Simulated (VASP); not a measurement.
# Hg (P6_3/mmc) in VASP: a series of runs

The runs below take Hg through single point, with PBEsol.

Everything below comes from runs of VASP 6.6.1. Logs are shortened: lines on timing, memory, paths and dates and some standing lists are left out, and cuts for length are marked.

## 1. The cell of the first run

The structure is hexagonal, space group P6_3/mmc (No. 194). The conventional cell has a = 2.797 Å, b = 2.797 Å, c = 4.785 Å, α = 90.00°, β = 90.00°, γ = 120.00°. Within 3.7 Å of Hg (site symmetry -6m2) lie 12 Hg at 2.80 to 2.89 Å.

## 2. Single point, PBEsol

Input file INCAR:

```
SYSTEM = Hg
PREC = Accurate
ENCUT = 520
EDIFF = 1E-7
ISMEAR = 0
SIGMA = 0.1
LREAL = .False.
LASPH = .True.
NELM = 80
ALGO = Fast
ISIF = 2
LWAVE = .False.
LCHARG = .False.
GGA = PS
NBANDS = 19
```

Input file KPOINTS:

```
Automatic mesh
0
Gamma
  18 18 10
  0 0 0
```

Input file POSCAR:

```
Hg
1.0
    2.7972375269      0.0000000000      0.0000000000
   -1.3986187635      2.4224787587      0.0000000000
    0.0000000000      0.0000000000      4.7845607367
Hg
2
Direct
    0.6666666667      0.3333333333      0.7500000000
    0.3333333333      0.6666666667      0.2500000000
```

Potentials or basis: VASP PAW PBE potentials, release 64 (Hg).

Launch:

```
> cat potpaw_PBE.64/Hg/POTCAR > POTCAR
> mpirun -np 1 vasp_std > vasp.out
```

OUTCAR:

```text
SYSTEM = Hg
   PREC = Accurate
   ENCUT = 520
   EDIFF = 1E-7
   ISMEAR = 0
   LREAL = .False.
   LASPH = .True.
   NELM = 80
   ISIF = 2
   GGA = PS

 ion  position               nearest neighbor table
   1  0.667  0.333  0.750-   2 2.89   2 2.89   2 2.89   2 2.89   2 2.89   2 2.89
   2  0.333  0.667  0.250-   1 2.89   1 2.89   1 2.89   1 2.89   1 2.89   1 2.89

  LATTYP: Found a hexagonal cell.
 ALAT       =     2.7972375269
 C/A-ratio  =     1.7104592265

  Lattice vectors:

 A1 = (   2.7972375269,   0.0000000000,   0.0000000000)
 A2 = (  -1.3986187635,   2.4224787587,   0.0000000000)
 A3 = (   0.0000000000,   0.0000000000,   4.7845607367)

Analysis of symmetry for initial positions (statically):
=====================================================================
 Subroutine PRICEL returns:
 Original cell was already a primitive cell.

 Routine SETGRP: Setting up the symmetry group for a
 hexagonal supercell.

 Subroutine GETGRP returns: Found 24 space group operations
 (whereof 12 operations were pure point group operations)
 out of a pool of 24 trial point group operations.

The static configuration has the point symmetry D_3d.
 The point group associated with its full space group is D_6h.

Analysis of symmetry for dynamics (positions and initial velocities):
=====================================================================
 Subroutine PRICEL returns:
 Original cell was already a primitive cell.

 Routine SETGRP: Setting up the symmetry group for a
 hexagonal supercell.

 Subroutine GETGRP returns: Found 24 space group operations
 (whereof 12 operations were pure point group operations)
 out of a pool of 24 trial point group operations.

The dynamic configuration has the point symmetry D_3d.
 The point group associated with its full space group is D_6h.

 Subroutine INISYM returns: Found 24 space group operations
 (whereof 12 operations are pure point group operations),
 and found     1 'primitive' translations

----------------------------------------------------------------------------------------

                                     Primitive cell

  volume of cell :      32.4214

  direct lattice vectors                    reciprocal lattice vectors
     2.797237527  0.000000000  0.000000000     0.357495561  0.206400159  0.000000000
    -1.398618764  2.422478759  0.000000000     0.000000000  0.412800317  0.000000000
     0.000000000  0.000000000  4.784560737     0.000000000  0.000000000  0.209005603

  length of vectors
     2.797237527  2.797237527  4.784560737     0.412800317  0.412800317  0.209005603

  position of ions in fractional coordinates (direct lattice)
     0.666666667  0.333333333  0.750000000
     0.333333333  0.666666667  0.250000000

  ion indices of the primitive-cell ions
   primitive index   ion index
                 1           1
                 2           2

----------------------------------------------------------------------------------------

 KPOINTS: Automatic mesh

Automatic generation of k-mesh.
 Grid dimensions read from file:
 generate k-points for:   18   18   10

 Generating k-lattice:

  Cartesian coordinates                     Fractional coordinates (reciprocal lattice)
     0.019860865  0.011466675  0.000000000     0.055555556 -0.000000000  0.000000000
     0.000000000  0.022933351  0.000000000     0.000000000  0.055555556  0.000000000
     0.000000000  0.000000000  0.020900560     0.000000000  0.000000000  0.100000000

  Length of vectors
     0.022933351  0.022933351  0.020900560

  Shift w.r.t. Gamma in fractional coordinates (k-lattice)
     0.000000000  0.000000000  0.000000000

 Subroutine IBZKPT returns following result:
 ===========================================

 Found    222 irreducible k-points:

 Following reciprocal coordinates:
            Coordinates               Weight
  0.000000  0.000000  0.000000      1.000000
  0.055556 -0.000000  0.000000      6.000000
  0.111111 -0.000000  0.000000      6.000000
  0.166667 -0.000000  0.000000      6.000000
  0.222222 -0.000000  0.000000      6.000000
  0.277778  0.000000  0.000000      6.000000
[... 16 lines left out ...]
  0.333333  0.111111  0.000000     12.000000
  0.388889  0.111111  0.000000     12.000000
 [... further k-points ...]
   k-points           NKPTS =    222   k-points in BZ     NKDIM =    222   number of bands    NBANDS=     19
   number of dos      NEDOS =    301   number of ions     NIONS =      2
   total plane-waves  NPLWV =  20736
   dimension x,y,z NGX =    24 NGY =   24 NGZ =   36
   dimension x,y,z NGXF=    48 NGYF=   48 NGZF=   72
   ions per type =               2
   NGX,Y,Z   is equivalent  to a cutoff of  14.26, 14.26, 12.51 a.u.
   NGXF,Y,Z  is equivalent  to a cutoff of  28.53, 28.53, 25.02 a.u.
 SYSTEM =  Hg
   PREC   = accura    normal or accurate (medium, high low for compatibility)
   ISTART =      0    job   : 0-new  1-cont  2-samecut
   ICHARG =      2    charge: 1-file 2-atom 10-const
   ISPIN  =      1    spin polarized calculation?
   LNONCOLLINEAR =      F non collinear calculations
   LSORBIT =      F    spin-orbit coupling
   LASPH  =      T    aspherical Exc in radial PAW
   ENCUT  =  520.0 eV  38.22 Ry    6.18 a.u.   5.20  5.20  8.90*2*pi/ulx,y,z
   NELM   =     80;   NELMIN=  2; NELMDL= -5     # of ELM steps
   EDIFF  = 0.1E-06   stopping-criterion for ELM
   LREAL  =      F    real-space projection
   EDIFFG = 0.1E-05   stopping-criterion for IOM
   NSW    =      0    number of steps for IOM
   IBRION =     -1    ionic relax: 0-MD 1-quasi-New 2-CG
   NFREE  =      0    steps in history (QN), initial steepest desc. (CG)
   ISIF   =      2    stress and relaxation
   ISYM   =      2    0-nonsym 1-usesym 2-fastsym
   POTIM  = 0.5000    time-step for ionic-motion
   TEBEG  =    0.0;   TEEND  =   0.0 temperature during run
   PSTRESS=    0.0 pullay stress
   NELECT =      24.0000    total number of electrons
   NUPDOWN=      -1.0000    fix difference up-down
   EMIN   =  10.00;   EMAX   =-10.00  energy-range for DOS
   EFERMI =   0.00;   METHOD = LEGACY
   ISMEAR =     0;   SIGMA  =   0.10  broadening in eV -4-tet -1-fermi 0-gaus
   EFERMI_NEDOS =   21; number of points for ismear=-14 and -15
   IALGO  =     68    algorithm
   IMIX   =      4    mixing-type and parameters
     AMIX     =   0.40;   BMIX     =  1.00
     AMIX_MAG =   1.60;   BMIX_MAG =  1.00
  volume/ion in A,a.u.               =      16.21       109.40
  Fermi-wavevector in a.u.,A,eV,Ry     =   1.480931  2.798554 29.839701  2.193156
  Thomas-Fermi vector in A             =   2.594904
   LORBIT       =      0    0 simple, 1 ext, 2 COOP (PROOUT), +10 PAW based schemes
   GGA     = PS    functional components
   LHFCALC =     F    Hartree Fock is set to
   AEXX    =    0.0000 exact exchange contribution
   IVDW    =     0    specifies the selected vdW correction
   LEPSILON=     F    determine dielectric tensor
   LRPA    =     F    only Hartree local field effects (RPA)
 non-spin polarized calculation
 RMM-DIIS sequential band-by-band and
 Gauss-broadening in eV      SIGMA  =   0.10
  energy-cutoff  :      520.00
  volume of cell :       32.42
 maximum number of plane-waves:       884
 NGX is ok and might be reduce to    24
   NGX = 11   NGY = 11   NGZ = 17

 number of electron      24.0000007 magnetization

 Free energy of the ion-electron system (eV)
  ---------------------------------------------------
  ext. energy  EPLUGINS =         0.00000000
  ---------------------------------------------------
  free energy    TOTEN  =         0.43425108 eV

  energy without entropy =        0.43657236  energy(sigma->0) =        0.43541172

 E-fermi :   7.0569     XC(G=0): -13.2094

 val. band max:        7.0478355037   @ k =   0.1667   0.0556   0.1000
 cond. band min:       7.0822939694   @ k =   0.5000   0.0000   0.5000
 fundamental gap:      0.0344584658
 Fermi energy:         7.0569268391

 k-point     1 :       0.0000    0.0000    0.0000
  band No.  band energies     occupation
      1      -6.5166      2.00000
      2      -4.6456      2.00000
      3      -2.5816      2.00000
      4      -2.2384      2.00000
      5      -2.2384      2.00000
      6      -1.9841      2.00000
[... 11 lines left out ...]
     18      23.4619      0.00000
     19      26.5002      0.00000

 k-point     2 :       0.0556   -0.0000    0.0000
  band No.  band energies     occupation
      1      -6.4137      2.00000
      2      -4.5658      2.00000
      3      -2.5896      2.00000
      4      -2.2324      2.00000
      5      -2.1742      2.00000
      6      -2.0144      2.00000
[... 11 lines left out ...]
     18      23.3527      0.00000
     19      25.8152      0.00000

 k-point     3 :       0.1111   -0.0000    0.0000
  band No.  band energies     occupation
      1      -6.1132      2.00000
      2      -4.3442      2.00000
      3      -2.6421      2.00000
      4      -2.1998      2.00000
      5      -2.0597      2.00000
      6      -1.9859      2.00000
[... 11 lines left out ...]
     18      23.7306      0.00000
     19      24.0906      0.00000

 k-point     4 :       0.1667   -0.0000    0.0000
  band No.  band energies     occupation
      1      -5.6445      2.00000
      2      -4.0504      2.00000
      3      -2.7156      2.00000
      4      -2.2735      2.00000
      5      -1.9124      2.00000
      6      -1.9002      2.00000
[... 11 lines left out ...]
     18      22.5442      0.00000
     19      23.9223      0.00000

 k-point     5 :       0.2222   -0.0000    0.0000
  band No.  band energies     occupation
      1      -5.0760      2.00000
      2      -3.8475      2.00000
      3      -2.6530      2.00000
      4      -2.4023      2.00000
      5      -2.3644      2.00000
      6      -1.6486      2.00000
[... 11 lines left out ...]
     18      21.9767      0.00000
     19      22.4820      0.00000
[... 334 lines left out ...]
      2      -3.6102      2.00000
      3      -2.8960      2.00000
      4      -2.7155      2.00000
      5      -2.2859      2.00000
      6      -2.0755      2.00000
[... 11 lines left out ...]
     18      21.3048      0.00000
     19      22.6503      0.00000

 k-point    22 :       0.2778    0.1111    0.0000
  band No.  band energies     occupation
      1      -3.9337      2.00000
      2      -3.7589      2.00000
      3      -3.2333      2.00000
      4      -2.3115      2.00000
      5      -2.1694      2.00000
      6      -2.0990      2.00000
[... 11 lines left out ...]
     18      20.5516      0.00000
     19      21.7984      0.00000

 k-point    23 :       0.3333    0.1111    0.0000
  band No.  band energies     occupation
      1      -3.9274      2.00000
      2      -3.8172      2.00000
      3      -3.4824      2.00000
      4      -2.2148      2.00000
      5      -1.9348      2.00000
      6      -1.8243      2.00000
[... 11 lines left out ...]
     18      20.0237      0.00000
     19      21.0502      0.00000

 k-point    24 :       0.3889    0.1111    0.0000
  band No.  band energies     occupation
      1      -4.0257      2.00000
      2      -3.8182      2.00000
      3      -3.6345      2.00000
      4      -2.2137      2.00000
      5      -1.9688      2.00000
      6      -1.7598      2.00000
[... 11 lines left out ...]
     18      19.7114      0.00000
     19      20.5446      0.00000

 [... further k-points ...]
[... 5 lines left out ...]
  --------------------------------------------------------------------------------------
  -------------------------------------------------------------------------------------
  Total       10.6868272     10.6868272     10.5831221     -0.0000000      0.0000000      0.0000000
  in kB      528.1143545    528.1143545    522.9895298     -0.0000000      0.0000000      0.0000000
  external PRESSURE =     526.4060796 kB  Pullay stress =       0.0000000 kB

 VOLUME and BASIS-vectors are now :
 -----------------------------------------------------------------------------
  energy-cutoff  :      520.00
  volume of cell :       32.42
      direct lattice vectors                 reciprocal lattice vectors
     2.797237527  0.000000000  0.000000000     0.357495561  0.206400159  0.000000000
    -1.398618764  2.422478759  0.000000000     0.000000000  0.412800317  0.000000000
     0.000000000  0.000000000  4.784560737     0.000000000  0.000000000  0.209005603

 POSITION                                       TOTAL-FORCE (eV/Angst)
 -----------------------------------------------------------------------------------
      1.39862      0.80749      3.58842        -0.000000      0.000000      0.000000
     -0.00000      1.61499      1.19614         0.000000      0.000000      0.000000
 -----------------------------------------------------------------------------------
    total drift:                                0.000000     -0.000000      0.000000

  FREE ENERGIE OF THE ION-ELECTRON SYSTEM (eV)
  ---------------------------------------------------
  free  energy   TOTEN  =         0.4342510842 eV

  energy  without entropy=        0.4365723552  energy(sigma->0) =        0.43541172
```

It took 40 s on 1 thread of Intel Xeon 6975P-C (Granite Rapids), shared host; peak memory 0.23 GiB.

Results:

```
Free energy            : 0.4343 eV
Pressure               : 52.6 GPa
Band gap on the k mesh : zero (band 12 reaches 7.72 eV, above the bottom of band 13 at 5.27 eV)
```

Stress tensor (GPa, compression positive):
```
52.81  0.00  0.00
 0.00 52.81  0.00
 0.00  0.00 52.30
```

Caveat: the PAW data sets were made with another functional, which shifts forces and pressure a little; spin-orbit coupling is left out, which moves the levels of the heavy elements.

[end of part 1 of 2]
